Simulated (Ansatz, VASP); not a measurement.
# Two plane-wave programs on Ir

The input POSCAR:

```
Ir
1.0
    0.0000000000      1.8596696490      2.0456366139
    1.8596696490      0.0000000000      2.0456366139
    1.8596696490      1.8596696490      0.0000000000
Ir
1
Direct
    0.0000000000      0.0000000000      0.0000000000
```

The input INCAR.step1:

```
SYSTEM = Ir
  PREC = Accurate
  ENCUT = 520
  ISMEAR = 0
  SIGMA = 0.15
  LREAL = .FALSE.
  LASPH = .TRUE.
  NELM = 80
  NBANDS = 10
  GGA = PE
  ALGO = Normal
  EDIFF = 1E-4
  LWAVE = .TRUE.
  LCHARG = .FALSE.
```

Contents of INCAR.step2:

```
SYSTEM = Ir
  PREC = Accurate
  ENCUT = 520
  EDIFF = 1E-6
  ISMEAR = 0
  SIGMA = 0.15
  LREAL = .FALSE.
  LASPH = .TRUE.
  NELM = 80
  ALGO = Normal
  ISIF = 2
  LWAVE = .FALSE.
  LCHARG = .FALSE.
  METAGGA = R2SCAN
  LMIXTAU = .TRUE.
  NBANDS = 10
  ISTART = 1
```

Contents of KPOINTS:

```
Automatic mesh
0
G
  24 24 24
  0 0 0
```

Input for Ansatz:

```yaml
crystal:
  lattice:
    - [0.0, 1.859669649, 2.0456366139]
    - [1.859669649, 0.0, 2.0456366139]
    - [1.859669649, 1.859669649, 0.0]
  atoms:
    - { symbol: Ir, position: [0.0, 0.0, 0.0] }
basis:
  ecutwfc: 500
kpoints:
  mp_grid: { grid: [24, 24, 24] }
hamiltonian:
  xc: r2scan
scf:
  occupations: { method: gaussian, width: 0.15 }
output:
  forces: true
  stress: true
  eigenvalues: true
```

Alike in both runs: task single point; functional r2SCAN; k mesh 24 × 24 × 24; occupations gaussian, width 0.15 eV; no spin polarisation.

```csv
,VASP,Ansatz
version,VASP 6.6.1,Ansatz 0.2.0
potentials or method,"VASP PAW PBE potentials, release 64 (Ir), cutoff 520 eV","scalar-relativistic, plane waves, PAW"
valence electrons in the cell,9,17
```

Ansatz gave:

- gap on the k mesh at the Fermi level (eV): none
- pressure (GPa): 3.9
- traceless stress, the component that is largest in VASP (GPa): -25.18

Question: Estimate VASP's values.

Answer: gap on the k mesh at the Fermi level (eV): none; pressure (GPa): 6.4; traceless stress, the component that is largest in VASP (GPa): -25.27.

VASP's potentials were made for PBE, not for r2SCAN. A gap of «none» marks a metal or a gap that the smearing closes. With one functional, cell and mesh, what is left measures potentials, basis and numerics. VASP's potentials hold 9 valence electrons a cell and Ansatz's 17, so a difference there can come from the potentials and not from the codes.

Spin-orbit coupling is off throughout.
